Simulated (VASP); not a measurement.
# SrCl2 (Fm-3m) in VASP: further runs

SrCl2 is run at these levels: PBEsol; tasks: single point.

Program: VASP 6.6.1. These are calculated values, not measurements. Logs are shortened: lines on timing, memory, paths and dates and some standing lists are left out, and cuts for length are marked.

### Step 1. The cell of the first run

Symmetry: Fm-3m, No. 225, cubic system. Conventional cell: a = 6.995 Å, b = 6.995 Å, c = 6.995 Å, α = 90.00°, β = 90.00°, γ = 90.00°. Sr (site symmetry m-3m) has 8 Cl at 3.03 Å within 4.0 Å. Within 4.0 Å of Cl (site symmetry -43m) lie 4 Sr at 3.03 Å and 6 Cl at 3.50 Å.

### Step 2. Single point, PBEsol

Contents of INCAR:

```
PREC = Accurate ; ENCUT = 500
EDIFF = 1E-6 ; ISMEAR = -1
SIGMA = 0.001 ; LREAL = F
LASPH = T ; NELM = 120
ALGO = Normal ; ISIF = 2
LWAVE = F ; LCHARG = F
GGA = PS ; NBANDS = 19
GGA_COMPAT = F
```

Contents of KPOINTS:

```
regular mesh
0
Gamma
  4 4 4
```

Contents of POSCAR:

```
SrCl2
1.0
    0.0000000000      3.4976509413      3.4976509413
    3.4976509413      0.0000000000      3.4976509413
    3.4976509413      3.4976509413      0.0000000000
Sr Cl
1 2
Direct
    0.0000000000      0.0000000000      0.0000000000
    0.2500000000      0.2500000000      0.2500000000
    0.7500000000      0.7500000000      0.7500000000
```

Potentials or basis: VASP PAW PBE potentials, release 64 (Sr_sv, Cl).

The run is started by

```bash
> cat potpaw_PBE.64/Sr_sv/POTCAR potpaw_PBE.64/Cl/POTCAR > POTCAR
> mpirun -np 1 vasp_std > vasp.out
```

OUTCAR:

```text
PREC = Accurate
   ENCUT = 500
   EDIFF = 1E-6
   ISMEAR = -1
   LREAL = F
   LASPH = T
   NELM = 120
   ISIF = 2
   GGA = PS

 ion  position               nearest neighbor table
   1  0.000  0.000  0.000-   3 3.03   3 3.03   3 3.03   2 3.03   3 3.03   2 3.03   2 3.03   2 3.03

   2  0.250  0.250  0.250-   1 3.03   1 3.03   1 3.03   1 3.03
   3  0.750  0.750  0.750-   1 3.03   1 3.03   1 3.03   1 3.03

  LATTYP: Found a face centered cubic cell.
 ALAT       =     6.9953018826

  Lattice vectors:

 A1 = (   0.0000000000,   3.4976509413,   3.4976509413)
 A2 = (   3.4976509413,   0.0000000000,   3.4976509413)
 A3 = (   3.4976509413,   3.4976509413,   0.0000000000)

Analysis of symmetry for initial positions (statically):
=====================================================================
 Subroutine PRICEL returns:
 Original cell was already a primitive cell.

 Routine SETGRP: Setting up the symmetry group for a
 face centered cubic supercell.

 Subroutine GETGRP returns: Found 48 space group operations
 (whereof 48 operations were pure point group operations)
 out of a pool of 48 trial point group operations.

The static configuration has the point symmetry O_h .

Analysis of symmetry for dynamics (positions and initial velocities):
=====================================================================
 Subroutine PRICEL returns:
 Original cell was already a primitive cell.

 Routine SETGRP: Setting up the symmetry group for a
 face centered cubic supercell.

 Subroutine GETGRP returns: Found 48 space group operations
 (whereof 48 operations were pure point group operations)
 out of a pool of 48 trial point group operations.

The dynamic configuration has the point symmetry O_h .

 Subroutine INISYM returns: Found 48 space group operations
 (whereof 48 operations are pure point group operations),
 and found     1 'primitive' translations

----------------------------------------------------------------------------------------

                                     Primitive cell

  volume of cell :      85.5775

  direct lattice vectors                    reciprocal lattice vectors
     0.000000000  3.497650941  3.497650941    -0.142953087  0.142953087  0.142953087
     3.497650941  0.000000000  3.497650941     0.142953087 -0.142953087  0.142953087
     3.497650941  3.497650941  0.000000000     0.142953087  0.142953087 -0.142953087

  length of vectors
     4.946425398  4.946425398  4.946425398     0.247602010  0.247602010  0.247602010

  position of ions in fractional coordinates (direct lattice)
     0.000000000  0.000000000  0.000000000
     0.250000000  0.250000000  0.250000000
     0.750000000  0.750000000  0.750000000

  ion indices of the primitive-cell ions
   primitive index   ion index
                 1           1
                 2           2
                 3           3

----------------------------------------------------------------------------------------

 KPOINTS: regular mesh

Automatic generation of k-mesh.
 Grid dimensions read from file:
 generate k-points for:    4    4    4

 Generating k-lattice:

  Cartesian coordinates                     Fractional coordinates (reciprocal lattice)
    -0.035738272  0.035738272  0.035738272     0.250000000  0.000000000  0.000000000
     0.035738272 -0.035738272  0.035738272     0.000000000  0.250000000  0.000000000
     0.035738272  0.035738272 -0.035738272     0.000000000  0.000000000  0.250000000

  Length of vectors
     0.061900503  0.061900503  0.061900503

  Shift w.r.t. Gamma in fractional coordinates (k-lattice)
     0.000000000  0.000000000  0.000000000

 Subroutine IBZKPT returns following result:
 ===========================================

 Found      8 irreducible k-points:

 Following reciprocal coordinates:
            Coordinates               Weight
  0.000000  0.000000  0.000000      1.000000
  0.250000  0.000000  0.000000      8.000000
  0.500000  0.000000  0.000000      4.000000
  0.250000  0.250000  0.000000      6.000000
  0.500000  0.250000  0.000000     24.000000
 -0.250000  0.250000  0.000000     12.000000
  0.500000  0.500000  0.000000      3.000000
 -0.250000  0.500000  0.250000      6.000000
   k-points           NKPTS =      8   k-points in BZ     NKDIM =      8   number of bands    NBANDS=     19
   number of dos      NEDOS =    301   number of ions     NIONS =      3
   total plane-waves  NPLWV =  46656
   dimension x,y,z NGX =    36 NGY =   36 NGZ =   36
   dimension x,y,z NGXF=    72 NGYF=   72 NGZF=   72
   ions per type =               1   2
   NGX,Y,Z   is equivalent  to a cutoff of  12.10, 12.10, 12.10 a.u.
   NGXF,Y,Z  is equivalent  to a cutoff of  24.20, 24.20, 24.20 a.u.
 SYSTEM =  unknown system
   PREC   = accura    normal or accurate (medium, high low for compatibility)
   ISTART =      0    job   : 0-new  1-cont  2-samecut
   ICHARG =      2    charge: 1-file 2-atom 10-const
   ISPIN  =      1    spin polarized calculation?
   LNONCOLLINEAR =      F non collinear calculations
   LSORBIT =      F    spin-orbit coupling
   LASPH  =      T    aspherical Exc in radial PAW
   ENCUT  =  500.0 eV  36.75 Ry    6.06 a.u.   9.02  9.02  9.02*2*pi/ulx,y,z
   NELM   =    120;   NELMIN=  2; NELMDL= -5     # of ELM steps
   EDIFF  = 0.1E-05   stopping-criterion for ELM
   LREAL  =      F    real-space projection
   EDIFFG = 0.1E-04   stopping-criterion for IOM
   NSW    =      0    number of steps for IOM
   IBRION =     -1    ionic relax: 0-MD 1-quasi-New 2-CG
   NFREE  =      0    steps in history (QN), initial steepest desc. (CG)
   ISIF   =      2    stress and relaxation
   ISYM   =      2    0-nonsym 1-usesym 2-fastsym
   POTIM  = 0.5000    time-step for ionic-motion
   TEBEG  =    0.0;   TEEND  =   0.0 temperature during run
   PSTRESS=    0.0 pullay stress
   NELECT =      24.0000    total number of electrons
   NUPDOWN=      -1.0000    fix difference up-down
   EMIN   =  10.00;   EMAX   =-10.00  energy-range for DOS
   EFERMI =   0.00;   METHOD = LEGACY
   ISMEAR =    -1;   SIGMA  =   0.00  broadening in eV -4-tet -1-fermi 0-gaus
   EFERMI_NEDOS =   21; number of points for ismear=-14 and -15
   IALGO  =     38    algorithm
   IMIX   =      4    mixing-type and parameters
     AMIX     =   0.40;   BMIX     =  1.00
     AMIX_MAG =   1.60;   BMIX_MAG =  1.00
  volume/ion in A,a.u.               =      28.53       192.50
  Fermi-wavevector in a.u.,A,eV,Ry     =   1.071582  2.024997 15.623409  1.148288
  Thomas-Fermi vector in A             =   2.207327
   LORBIT       =      0    0 simple, 1 ext, 2 COOP (PROOUT), +10 PAW based schemes
   GGA     = PS    functional components
   LHFCALC =     F    Hartree Fock is set to
   AEXX    =    0.0000 exact exchange contribution
   IVDW    =     0    specifies the selected vdW correction
   LEPSILON=     F    determine dielectric tensor
   LRPA    =     F    only Hartree local field effects (RPA)
 non-spin polarized calculation
  energy-cutoff  :      500.00
  volume of cell :       85.58
 maximum number of plane-waves:      2200
   NGX = 17   NGY = 17   NGZ = 17

 number of electron      24.0000002 magnetization

 Free energy of the ion-electron system (eV)
  ---------------------------------------------------
  ext. energy  EPLUGINS =         0.00000000
  ---------------------------------------------------
  free energy    TOTEN  =       -13.33227653 eV

  energy without entropy =      -13.33227653  energy(sigma->0) =      -13.33227653

 E-fermi :   0.0796     XC(G=0):  -8.4554

 val. band max:        0.0316498043   @ k =   0.5000   0.5000   0.0000
 cond. band min:       5.1357147987   @ k =   0.0000   0.0000   0.0000
 fundamental gap:      5.1040649944
 Fermi energy:         0.0796428020

 k-point     1 :       0.0000    0.0000    0.0000
  band No.  band energies     occupation
      1     -32.7950      2.00000
      2     -14.8073      2.00000
      3     -14.8073      2.00000
      4     -14.8073      2.00000
      5     -13.2402      2.00000
      6     -12.3890      2.00000
[... 11 lines left out ...]
     18       8.8963      0.00000
     19       9.2605      0.00000

 k-point     2 :       0.2500    0.0000    0.0000
  band No.  band energies     occupation
      1     -32.7934      2.00000
      2     -14.9687      2.00000
      3     -14.8143      2.00000
      4     -14.8143      2.00000
      5     -12.9642      2.00000
      6     -12.4886      2.00000
[... 11 lines left out ...]
     18       8.5571      0.00000
     19       9.4928      0.00000

 k-point     3 :       0.5000    0.0000    0.0000
  band No.  band energies     occupation
      1     -32.7919      2.00000
      2     -15.0902      2.00000
      3     -14.8212      2.00000
      4     -14.8212      2.00000
      5     -12.8407      2.00000
      6     -12.4628      2.00000
[... 11 lines left out ...]
     18       8.5586      0.00000
     19       8.5896      0.00000

 k-point     4 :       0.2500    0.2500    0.0000
  band No.  band energies     occupation
      1     -32.7929      2.00000
      2     -15.0054      2.00000
      3     -14.8239      2.00000
      4     -14.8239      2.00000
      5     -12.8449      2.00000
      6     -12.5456      2.00000
[... 11 lines left out ...]
     18       8.3901      0.00000
     19       8.9440      0.00000

 k-point     5 :       0.5000    0.2500    0.0000
  band No.  band energies     occupation
      1     -32.7913      2.00000
      2     -15.0685      2.00000
      3     -14.8977      2.00000
      4     -14.8308      2.00000
      5     -12.6780      2.00000
      6     -12.5456      2.00000
[... 11 lines left out ...]
     18       8.7631      0.00000
     19       9.5351      0.00000

 k-point     6 :      -0.2500    0.2500    0.0000
  band No.  band energies     occupation
      1     -32.7919      2.00000
      2     -15.0154      2.00000
      3     -14.9160      2.00000
      4     -14.8212      2.00000
      5     -12.7167      2.00000
      6     -12.5622      2.00000
[... 11 lines left out ...]
     18       8.4766      0.00000
     19       9.7782      0.00000

 k-point     7 :       0.5000    0.5000    0.0000
  band No.  band energies     occupation
      1     -32.7908      2.00000
      2     -15.1515      2.00000
      3     -14.8404      2.00000
      4     -14.8404      2.00000
      5     -12.6917      2.00000
      6     -12.4821      2.00000
[... 11 lines left out ...]
     18       8.4742      0.00000
     19       9.7364      0.00000

 k-point     8 :      -0.2500    0.5000    0.2500
  band No.  band energies     occupation
      1     -32.7908      2.00000
      2     -15.0049      2.00000
      3     -15.0049      2.00000
      4     -14.8408      2.00000
      5     -12.5781      2.00000
      6     -12.5781      2.00000
[... 11 lines left out ...]
     18       9.3254      0.00000
     19      10.5467      0.00000

------------------------ aborting loop because EDIFF is reached ----------------------------------------

  FORCE on cell =-STRESS in cart. coord.  units (eV):
  Direction    XX          YY          ZZ          XY          YZ          ZX
  --------------------------------------------------------------------------------------
  -------------------------------------------------------------------------------------
  Total       -0.6519183     -0.6519183     -0.6519183     -0.0000000     -0.0000000     -0.0000000
  in kB      -12.2051844    -12.2051844    -12.2051844     -0.0000000     -0.0000000     -0.0000000
  external PRESSURE =     -12.2051844 kB  Pullay stress =       0.0000000 kB

 VOLUME and BASIS-vectors are now :
 -----------------------------------------------------------------------------
  energy-cutoff  :      500.00
  volume of cell :       85.58
      direct lattice vectors                 reciprocal lattice vectors
     0.000000000  3.497650941  3.497650941    -0.142953087  0.142953087  0.142953087
     3.497650941  0.000000000  3.497650941     0.142953087 -0.142953087  0.142953087
     3.497650941  3.497650941  0.000000000     0.142953087  0.142953087 -0.142953087

 POSITION                                       TOTAL-FORCE (eV/Angst)
 -----------------------------------------------------------------------------------
      0.00000      0.00000      0.00000        -0.000000     -0.000000      0.000000
      1.74883      1.74883      1.74883         0.000000      0.000000      0.000000
      5.24648      5.24648      5.24648        -0.000000     -0.000000     -0.000000
 -----------------------------------------------------------------------------------
    total drift:                                0.000000      0.000000      0.000000

  FREE ENERGIE OF THE ION-ELECTRON SYSTEM (eV)
  ---------------------------------------------------
  free  energy   TOTEN  =       -13.3322765286 eV

  energy  without entropy=      -13.3322765286  energy(sigma->0) =      -13.33227653
```

Run time: 23 s. Hardware: 1 thread of Intel Xeon 8259CL, shared host; peak memory 0.2 GiB.

Results:

```
Free energy            : -13.3323 eV
Pressure               : -1.2 GPa
Band gap on the k mesh : 5.10 eV, indirect (least direct gap 5.36 eV)
```

Caveat: the PAW data sets were made with another functional, which shifts forces and pressure a little. A hybrid or GW would open this gap; PBEsol tends to underestimate it.

[end of part 1 of 2]
